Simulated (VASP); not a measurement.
# KF (Fm-3m) in VASP: further runs

KF is run at these levels: PBEsol; tasks: phonons.

Program: VASP 6.6.1. These are calculated values, not measurements. Logs are shortened: lines on timing, memory, paths and dates and some standing lists are left out, and cuts for length are marked.

### Step 1. The cell of the first run

Symmetry: Fm-3m, No. 225, cubic system. The conventional cell has a = 5.310 Å, b = 5.310 Å, c = 5.310 Å, α = 90.00°, β = 90.00°, γ = 90.00°. Within 3.5 Å of K (site symmetry m-3m) lie 6 F at 2.65 Å. Within 3.5 Å of F (site symmetry m-3m) lie 6 K at 2.65 Å.

### Step 2. Phonons, PBEsol

POSCAR reads:

```
KF
1.0
    0.0000000000      2.6549699311      2.6549699311
    2.6549699311      0.0000000000      2.6549699311
    2.6549699311      2.6549699311      0.0000000000
  K               F
     1     1
Direct
     0.0000000000000000    0.0000000000000000    0.0000000000000000
     0.5000000000000000    0.5000000000000000    0.5000000000000000
```

INCAR.step1 reads:

```
PREC     = Accurate       # precision mode
ENCUT    = 600            # plane-wave cutoff, eV
EDIFF    = 1E-8           # SCF threshold, eV
ISMEAR   = 0              # smearing method
SIGMA    = 0.03           # smearing width, eV
LREAL    = False          # projectors in reciprocal space
LASPH    = True           # aspherical terms in the spheres
NELM     = 80             # most SCF steps
ALGO     = Fast           # electronic algorithm
ISIF     = 3              # what is computed and relaxed
LWAVE    = False          # write WAVECAR
LCHARG   = False          # write CHGCAR
GGA      = PS             # functional
IBRION   = 2              # ionic algorithm
NSW      = 40             # ionic steps
EDIFFG   = -0.002         # ionic threshold
```

INCAR.step2 reads:

```
PREC     = Accurate       # precision mode
ENCUT    = 600            # plane-wave cutoff, eV
EDIFF    = 1E-8           # SCF threshold, eV
ISMEAR   = 0              # smearing method
SIGMA    = 0.03           # smearing width, eV
LREAL    = False          # projectors in reciprocal space
LASPH    = True           # aspherical terms in the spheres
NELM     = 80             # most SCF steps
ALGO     = Fast           # electronic algorithm
ISIF     = 2              # what is computed and relaxed
LWAVE    = False          # write WAVECAR
LCHARG   = False          # write CHGCAR
GGA      = PS             # functional
IBRION   = 6              # ionic algorithm
NFREE    = 2            
POTIM    = 0.015          # step
NSW      = 1              # ionic steps
```

KPOINTS reads:

```
Automatic mesh
0
Gamma
  10 10 10
```

Potentials or basis: VASP PAW PBE potentials, release 64 (K_sv, F).

Started as:

```console
> cat potpaw_PBE.64/K_sv/POTCAR potpaw_PBE.64/F/POTCAR > POTCAR
> cp INCAR.step1 INCAR
> mpirun -np 1 vasp_std > vasp.out
> cp CONTCAR POSCAR
> cp INCAR.step2 INCAR
> mpirun -np 1 vasp_std > vasp.out
```

OUTCAR:

```text
PREC = Accurate
   ENCUT = 600
   EDIFF = 1E-8
   ISMEAR = 0
   LREAL = False
   LASPH = True
   NELM = 80
   ISIF = 2
   GGA = PS
   IBRION = 6
   NFREE = 2
   POTIM = 0.015
   NSW = 1

 ion  position               nearest neighbor table
   1  0.000  0.000  0.000-   2 2.65   2 2.65   2 2.65   2 2.65   2 2.65   2 2.65
   2  0.500  0.500  0.500-   1 2.65   1 2.65   1 2.65   1 2.65   1 2.65   1 2.65

  LATTYP: Found a face centered cubic cell.
 ALAT       =     5.3092722150

  Lattice vectors:

 A1 = (   0.0000000000,   2.6546361075,   2.6546361075)
 A2 = (   2.6546361075,   0.0000000000,   2.6546361075)
 A3 = (   2.6546361075,   2.6546361075,   0.0000000000)

Analysis of symmetry for initial positions (statically):
=====================================================================
 Subroutine PRICEL returns:
 Original cell was already a primitive cell.

 Routine SETGRP: Setting up the symmetry group for a
 face centered cubic supercell.

 Subroutine GETGRP returns: Found 48 space group operations
 (whereof 48 operations were pure point group operations)
 out of a pool of 48 trial point group operations.

The static configuration has the point symmetry O_h .

Analysis of symmetry for dynamics (positions and initial velocities):
=====================================================================
 Subroutine PRICEL returns:
 Original cell was already a primitive cell.

 Routine SETGRP: Setting up the symmetry group for a
 face centered cubic supercell.

 Subroutine GETGRP returns: Found 48 space group operations
 (whereof 48 operations were pure point group operations)
 out of a pool of 48 trial point group operations.

The dynamic configuration has the point symmetry O_h .

 Subroutine INISYM returns: Found 48 space group operations
 (whereof 48 operations are pure point group operations),
 and found     1 'primitive' translations

----------------------------------------------------------------------------------------

                                     Primitive cell

  volume of cell :      37.4149

  direct lattice vectors                    reciprocal lattice vectors
     0.000000000  2.654636107  2.654636107    -0.188349732  0.188349732  0.188349732
     2.654636107  0.000000000  2.654636107     0.188349732 -0.188349732  0.188349732
     2.654636107  2.654636107  0.000000000     0.188349732  0.188349732 -0.188349732

  length of vectors
     3.754222386  3.754222386  3.754222386     0.326231306  0.326231306  0.326231306

  position of ions in fractional coordinates (direct lattice)
     0.000000000  0.000000000  0.000000000
     0.500000000  0.500000000  0.500000000

  ion indices of the primitive-cell ions
   primitive index   ion index
                 1           1
                 2           2

----------------------------------------------------------------------------------------

 KPOINTS: Automatic mesh

Automatic generation of k-mesh.
 Grid dimensions read from file:
 generate k-points for:   10   10   10

 Generating k-lattice:

  Cartesian coordinates                     Fractional coordinates (reciprocal lattice)
    -0.018834973  0.018834973  0.018834973     0.100000000  0.000000000  0.000000000
     0.018834973 -0.018834973  0.018834973     0.000000000  0.100000000  0.000000000
     0.018834973  0.018834973 -0.018834973     0.000000000  0.000000000  0.100000000

  Length of vectors
     0.032623131  0.032623131  0.032623131

  Shift w.r.t. Gamma in fractional coordinates (k-lattice)
     0.000000000  0.000000000  0.000000000

 Subroutine IBZKPT returns following result:
 ===========================================

 Found     47 irreducible k-points:

[... 37 lines left out ...]
   ISTART =      0    job   : 0-new  1-cont  2-samecut
   ICHARG =      2    charge: 1-file 2-atom 10-const
   ISPIN  =      1    spin polarized calculation?
   LNONCOLLINEAR =      F non collinear calculations
   LSORBIT =      F    spin-orbit coupling
   LASPH  =      T    aspherical Exc in radial PAW
   ENCUT  =  600.0 eV  44.10 Ry    6.64 a.u.   7.50  7.50  7.50*2*pi/ulx,y,z
   NELM   =     80;   NELMIN=  2; NELMDL=  0     # of ELM steps
   EDIFF  = 0.1E-07   stopping-criterion for ELM
   LREAL  =      F    real-space projection
   EDIFFG = 0.1E-06   stopping-criterion for IOM
   NSW    =     61    number of steps for IOM
   IBRION =      6    ionic relax: 0-MD 1-quasi-New 2-CG
   NFREE  =      2    steps in history (QN), initial steepest desc. (CG)
   ISIF   =      2    stress and relaxation
   ISYM   =      2    0-nonsym 1-usesym 2-fastsym
   POTIM  = 0.0150    time-step for ionic-motion
   TEBEG  =    0.0;   TEEND  =   0.0 temperature during run
   PSTRESS=    0.0 pullay stress
   NELECT =      16.0000    total number of electrons
   NUPDOWN=      -1.0000    fix difference up-down
   EMIN   =  10.00;   EMAX   =-10.00  energy-range for DOS
   EFERMI =   0.00;   METHOD = LEGACY
   ISMEAR =     0;   SIGMA  =   0.03  broadening in eV -4-tet -1-fermi 0-gaus
   EFERMI_NEDOS =   21; number of points for ismear=-14 and -15
   IALGO  =     68    algorithm
   IMIX   =      4    mixing-type and parameters
     AMIX     =   0.40;   BMIX     =  1.00
     AMIX_MAG =   1.60;   BMIX_MAG =  1.00
  volume/ion in A,a.u.               =      18.71       126.24
  Fermi-wavevector in a.u.,A,eV,Ry     =   1.233388  2.330766 20.697818  1.521247
  Thomas-Fermi vector in A             =   2.368121
   LORBIT       =      0    0 simple, 1 ext, 2 COOP (PROOUT), +10 PAW based schemes
   GGA     = PS    functional components
   LHFCALC =     F    Hartree Fock is set to
   AEXX    =    0.0000 exact exchange contribution
   IVDW    =     0    specifies the selected vdW correction
   LEPSILON=     F    determine dielectric tensor
   LRPA    =     F    only Hartree local field effects (RPA)
 finite differences with symmetry
 non-spin polarized calculation
 RMM-DIIS sequential band-by-band and
 Gauss-broadening in eV      SIGMA  =   0.03
  energy-cutoff  :      600.00
  volume of cell :       37.41
 maximum number of plane-waves:      1267
 NGX is ok and might be reduce to    30
   NGX = 15   NGY = 15   NGZ = 15

--------------------------------------- Ionic step        1  -------------------------------------------

 number of electron      16.0000003 magnetization

 Free energy of the ion-electron system (eV)
  ---------------------------------------------------
  ext. energy  EPLUGINS =         0.00000000
  ---------------------------------------------------
  free energy    TOTEN  =        -8.52169619 eV

  energy without entropy =       -8.52169619  energy(sigma->0) =       -8.52169619

------------------------ aborting loop because EDIFF is reached ----------------------------------------

  FORCE on cell =-STRESS in cart. coord.  units (eV):
  Direction    XX          YY          ZZ          XY          YZ          ZX
  --------------------------------------------------------------------------------------
  -------------------------------------------------------------------------------------
  Total       -0.0025463     -0.0025463     -0.0025463      0.0000000      0.0000000     -0.0000000
  in kB       -0.1090369     -0.1090369     -0.1090369      0.0000000      0.0000000     -0.0000000
  external PRESSURE =      -0.1090369 kB  Pullay stress =       0.0000000 kB
[... 131 lines left out ...]
--------------------------------------- Ionic step        5  -------------------------------------------

 number of electron      16.0000001 magnetization

 Free energy of the ion-electron system (eV)
  ---------------------------------------------------
  ext. energy  EPLUGINS =         0.00000000
  ---------------------------------------------------
  free energy    TOTEN  =        -8.52151924 eV

  energy without entropy =       -8.52151924  energy(sigma->0) =       -8.52151924

 E-fermi :  -2.6890     XC(G=0):  -8.7026

 val. band max:       -2.8587821921   @ k =   0.0000   0.0000   0.0000
 cond. band min:       3.2695942065   @ k =   0.0000   0.0000   0.0000
 fundamental gap:      6.1283763987
 Fermi energy:        -2.6889854394

 k-point     1 :       0.0000    0.0000    0.0000
  band No.  band energies     occupation
      1     -28.7681      2.00000
      2     -21.3985      2.00000
      3     -12.0650      2.00000
      4     -12.0650      2.00000
      5     -12.0650      2.00000
      6      -2.8589      2.00000
      7      -2.8589      2.00000
      8      -2.8588      2.00000
      9       3.2696      0.00000
     10       7.8288      0.00000
     11       7.8291      0.00000
     12       7.8291      0.00000
[... 331 lines left out ...]
 k-point    24 :       0.4000    0.3000    0.0000
  band No.  band energies     occupation
      1     -28.6604      2.00000
      2     -21.4406      2.00000
      3     -12.4571      2.00000
      4     -12.2510      2.00000
      5     -12.2382      2.00000
      6      -3.2824      2.00000
      7      -2.9667      2.00000
      8      -2.9436      2.00000
      9       5.7554      0.00000
     10       6.4092      0.00000
     11       9.2747      0.00000
     12      10.2191      0.00000

 [... further k-points ...]

------------------------ aborting loop because EDIFF is reached ----------------------------------------

  FORCE on cell =-STRESS in cart. coord.  units (eV):
  Direction    XX          YY          ZZ          XY          YZ          ZX
  --------------------------------------------------------------------------------------
  -------------------------------------------------------------------------------------
  Total       -0.0039090     -0.0068765     -0.0068765     -0.0000000      0.0000000     -0.0000000
  in kB       -0.1673896     -0.2944630     -0.2944630     -0.0000000      0.0000000     -0.0000000
  external PRESSURE =      -0.2521052 kB  Pullay stress =       0.0000000 kB
[... 17 lines left out ...]
  FREE ENERGIE OF THE ION-ELECTRON SYSTEM (eV)
  ---------------------------------------------------
  free  energy   TOTEN  =        -8.5215192439 eV

  energy  without entropy=       -8.5215192439  energy(sigma->0) =       -8.52151924

 INTERNAL STRAIN TENSORS FROM DISPLACED ATOMS
 ============================================

 INTERNAL STRAIN TENSOR FOR ION    1 for displacements in x,y,z  (eV/Angst):
          X           Y           Z          XY          YZ          ZX
  --------------------------------------------------------------------------------
  x     0.00000     0.00000     0.00000     0.00000     0.00000     0.00000
  y     0.00000     0.00000     0.00000     0.00000     0.00000     0.00000
  z     0.00000     0.00000     0.00000     0.00000     0.00000     0.00000

 INTERNAL STRAIN TENSOR FOR ION    2 for displacements in x,y,z  (eV/Angst):
          X           Y           Z          XY          YZ          ZX
  --------------------------------------------------------------------------------
  x     0.00000     0.00000     0.00000     0.00000     0.00000     0.00000
  y     0.00000     0.00000     0.00000     0.00000     0.00000     0.00000
  z     0.00000     0.00000     0.00000     0.00000     0.00000     0.00000

 Eigenvectors and eigenvalues of the dynamical matrix
 ----------------------------------------------------

   1 f  =    5.478047 THz    34.419583 2PiTHz  182.727972 cm-1    22.655371 meV
             X         Y         Z           dx          dy          dz
      0.000000  0.000000  0.000000    -0.569699   -0.000000   -0.000000
      2.654636  2.654636  2.654636     0.821853    0.000000    0.000000
[... 21 lines left out ...]
   6 f/i=    0.014336 THz     0.090078 2PiTHz    0.478207 cm-1     0.059290 meV
             X         Y         Z           dx          dy          dz
      0.000000  0.000000  0.000000     0.000000    0.000000    0.821853
      2.654636  2.654636  2.654636     0.000000    0.000000    0.569699

 ELASTIC MODULI CONTR FROM IONIC RELAXATION (kBar)
 Direction    XX          YY          ZZ          XY          YZ          ZX
 --------------------------------------------------------------------------------
 XX           0.0000      0.0000      0.0000      0.0000      0.0000      0.0000
 YY           0.0000      0.0000      0.0000      0.0000      0.0000      0.0000
 ZZ           0.0000      0.0000      0.0000      0.0000      0.0000      0.0000
 XY           0.0000      0.0000      0.0000      0.0000      0.0000      0.0000
 YZ           0.0000      0.0000      0.0000      0.0000      0.0000      0.0000
 ZX           0.0000      0.0000      0.0000      0.0000      0.0000      0.0000
 --------------------------------------------------------------------------------
```

It took 15 min on 1 thread of AMD EPYC 7R43 (Zen 3), shared host; peak memory 0.21 GiB.

What came out:

```yaml
Highest_phonon_frequency_at_Γ_LO-TO_splitting_left_out: 183 cm⁻¹
```

Phonon frequencies in cm⁻¹ (negative: imaginary):
| q point | frequencies |
| --- | --- |
| (0.000, 0.000, 0.000) | 0 0 0 183 183 183 |

Caveat: the PAW data sets were made with another functional, which shifts forces and pressure a little.

[end of part 1 of 2]
